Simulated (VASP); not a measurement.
Set up this calculation in VASP 6.6.1, as the native input.

```
Task                   : single point
Functional             : r2SCAN
Potentials or basis    : VASP PAW PBE potentials, release 64 (Hf_pv)
Cutoff                 : 520 eV
k mesh                 : 18 × 18 × 18
Occupations            : gaussian, width 0.15 eV
Spin                   : no spin polarisation
Dipole correction      : no
Further INCAR settings : ALGO = Normal; EDIFF = 1e-06; NBANDS = 11
```

The system is Hf.

```
CELL_PARAMETERS angstrom
0.00000 2.22000 2.25330
2.22000 0.00000 2.25330
2.22000 2.22000 0.00000
ATOMIC_POSITIONS crystal
Hf 0.00000 0.00000 0.00000
```

This cell differs from its parent crystal: strain +0.0150 x Voigt [0, 0, 1, 0, 0, 0].

The input as run:

POSCAR

```
Hf
1.0
    0.0000000000      2.2200000000      2.2533000000
    2.2200000000      0.0000000000      2.2533000000
    2.2200000000      2.2200000000      0.0000000000
Hf
1
Direct
    0.0000000000      0.0000000000      0.0000000000
```

INCAR.step1

```
SYSTEM = Hf
PREC = Accurate ; ENCUT = 520
ISMEAR = 0 ; SIGMA = 0.15
LREAL = .FALSE. ; LASPH = .TRUE.
NELM = 60 ; NBANDS = 11
GGA = PE ; ALGO = Normal
EDIFF = 1E-4 ; LWAVE = .TRUE.
LCHARG = .FALSE.
```

INCAR.step2

```
SYSTEM = Hf
PREC = Accurate ; ENCUT = 520
EDIFF = 1E-6 ; ISMEAR = 0
SIGMA = 0.15 ; LREAL = .FALSE.
LASPH = .TRUE. ; NELM = 60
ALGO = Normal ; ISIF = 2
LWAVE = .FALSE. ; LCHARG = .FALSE.
METAGGA = R2SCAN ; LMIXTAU = .TRUE.
NBANDS = 11 ; ISTART = 1
```

KPOINTS

```
regular mesh
0
G
  18 18 18
  0 0 0
```

Potentials or basis: VASP PAW PBE potentials, release 64 (Hf_pv).

The run is started by

```sh
$ cat potpaw_PBE.64/Hf_pv/POTCAR > POTCAR
$ cp INCAR.step1 INCAR
$ mpirun -np 1 vasp_std > vasp.out
$ cp INCAR.step2 INCAR
$ mpirun -np 1 vasp_std > vasp.out
```

Results of the run:

| Quantity | Value |
| --- | --- |
| Pressure | 0.6 GPa |
| Band gap on the k mesh | zero (bands 5 and 6 overlap by 2.19 eV) |

Caveat: the cell differs from its parent crystal (strain +0.0150 x Voigt [0, 0, 1, 0, 0, 0]); the PAW data sets were made with another functional, which shifts forces and pressure a little; spin-orbit coupling is left out, which moves the levels of the heavy elements.

Run time: 5.6 min on 1 thread of AMD EPYC 7R13 Processor (Zen 3), with other jobs on the host, peak memory 0.21 GiB.
